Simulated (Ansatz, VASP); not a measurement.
**One calculation of CsH, two programs**

POSCAR

```
CsH
1.0
    3.7668020984      0.0000000000      0.0000000000
    0.0000000000      3.7668020984      0.0000000000
    0.0000000000      0.0000000000      3.7668020984
Cs H
1 1
Direct
    0.0000000000      0.0000000000      0.0000000000
    0.5000000000      0.5000000000      0.5000000000
```

File INCAR.step1:

```
PREC = Accurate
ENCUT = 520
ISMEAR = -1
SIGMA = 0.01
LREAL = False
LASPH = True
NELM = 60
NBANDS = 12
GGA = PE
ALGO = Normal
EDIFF = 1E-4
LWAVE = True
LCHARG = False
```

INCAR.step2

```
PREC = Accurate
ENCUT = 520
EDIFF = 1E-8
ISMEAR = -1
SIGMA = 0.01
LREAL = False
LASPH = True
NELM = 60
ALGO = Normal
ISIF = 2
LWAVE = False
LCHARG = False
METAGGA = R2SCAN
LMIXTAU = True
LEFG = True
NBANDS = 12
ISTART = 1
```

KPOINTS

```
Automatic mesh
0
Gamma
  8 8 8
```

Input for Ansatz:

```yaml
crystal:
  lattice:
    - [3.7668020984, 0.0, 0.0]
    - [0.0, 3.7668020984, 0.0]
    - [0.0, 0.0, 3.7668020984]
  atoms:
    - { symbol: Cs, position: [0.0, 0.0, 0.0] }
    - { symbol: H, position: [0.5, 0.5, 0.5] }
kpoints:
  mp_grid: { grid: [8, 8, 8] }
scf:
  occupations: { method: fermi_dirac, width: 0.01 }
hamiltonian:
  xc: r2scan
  pseudopotentials: { kind: all_electron, datasets: crystal }
output:
  forces: true
  stress: true
  eigenvalues: true
  efg: { contact_densities: true }
```

Change from the starting cell: volume scaled by 0.96, crystal datasets.

Alike in both runs: task electric field gradients; functional r2SCAN; k mesh 8 × 8 × 8; occupations fermi-dirac, width 0.01 eV; no spin polarisation.

|  | VASP | Ansatz |
| --- | --- | --- |
| version | VASP 6.6.1 | Ansatz 0.2.0 |
| potentials or method | VASP PAW PBE potentials, release 64 (Cs_sv, H), cutoff 520 eV | all-electron PAW with datasets made for the crystal, scalar-relativistic |

```tsv
	VASP	Ansatz	Ansatz less VASP
gap on the k mesh at the Fermi level (eV)	3.13	3.17	+0.036
pressure (GPa)	0.6	0.6	-0.07
```

VASP's potentials were made for PBE, not for r2SCAN. Ansatz ran all-electron here, and VASP with PAW potentials.

Spin-orbit coupling is off throughout.
